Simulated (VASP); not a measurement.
**HfO2: single point with r2SCAN**

Crystal: HfO2.

```xyz
6
Lattice="3.6662 0.0000 0.0000 0.0000 3.6662 0.0000 0.0000 0.0000 5.0726" Properties=species:S:1:pos:R:3 pbc="T T T"
Hf    1.8331    1.8331    2.5363
Hf    0.0000    0.0000    0.0000
O     0.0000    1.8331    3.5314
O     1.8331    0.0000    4.0775
O     1.8331    0.0000    1.5412
O     0.0000    1.8331    0.9951
```

This cell differs from its parent crystal: strain +0.025 along x and y, -0.025 along z.

| Property | Result |
| --- | --- |
| Program | VASP 6.6.1 |
| Task | single point |
| Functional | r2SCAN |
| Potentials or basis | VASP PAW PBE potentials, release 64 (Hf_pv, O) |
| Cutoff | 520 eV |
| k mesh | 6 × 6 × 6 |
| Occupations | gaussian, width 0.05 eV |
| Spin | no spin polarisation |
| Dipole correction | no |
| Further INCAR settings | ALGO = Normal; EDIFF = 1e-07; NBANDS = 31 |

The pressure is -10.4 GPa. The largest force is 0.031 eV/Å and the band gap on the k mesh is 4.57 eV (least direct gap 4.63 eV).

Forces on the atoms (eV/Å):
```
Hf   0.000  0.000  0.000
Hf   0.000  0.000  0.000
O    0.000  0.000 -0.031
O    0.000  0.000  0.031
O    0.000  0.000  0.031
O    0.000  0.000 -0.031
```

Stress tensor (GPa, compression positive):
```
-16.87   0.00   0.00
  0.00 -16.87   0.00
  0.00   0.00   2.64
```

Levels at points of the mesh, in eV from the valence-band top:
| k point | band 19 | band 20 | band 21 | band 22 | band 23 | band 24 | band 25 | band 26 |
| --- | --- | --- | --- | --- | --- | --- | --- | --- |
| (0.00, 0.00, 0.00) | -0.55 | -0.55 | -0.54 | -0.06 | 4.57 | 4.73 | 5.64 | 6.15 |
| (0.50, 0.00, 0.00) | -1.75 | -1.75 | -0.12 | -0.12 | 4.92 | 4.92 | 6.14 | 6.14 |
| (0.50, 0.50, 0.00) | -0.94 | -0.94 | -0.59 | -0.59 | 5.52 | 5.52 | 6.34 | 6.34 |
| (0.00, 0.00, 0.50) | -1.08 | -1.08 | -0.44 | -0.44 | 5.28 | 5.28 | 5.74 | 5.74 |
| (0.50, 0.00, 0.50) | -1.73 | -1.73 | -1.27 | -1.27 | 5.20 | 5.20 | 5.72 | 5.72 |
| (0.50, 0.50, 0.50) | -1.95 | -1.95 | -0.53 | -0.53 | 5.72 | 5.72 | 6.50 | 6.50 |

Run time: 3.9 min on 1 thread of AMD EPYC 9R45 (Zen 5) (shared host), peak memory 0.19 GiB.

Caveat: the cell differs from its parent crystal (strain +0.025 along x and y, -0.025 along z); the stress differs along the axes, from -17 to 3 GPa; the PAW data sets were made with another functional, which shifts forces and pressure a little; spin-orbit coupling is left out, which moves the levels of the heavy elements. A k mesh can miss the band edges.
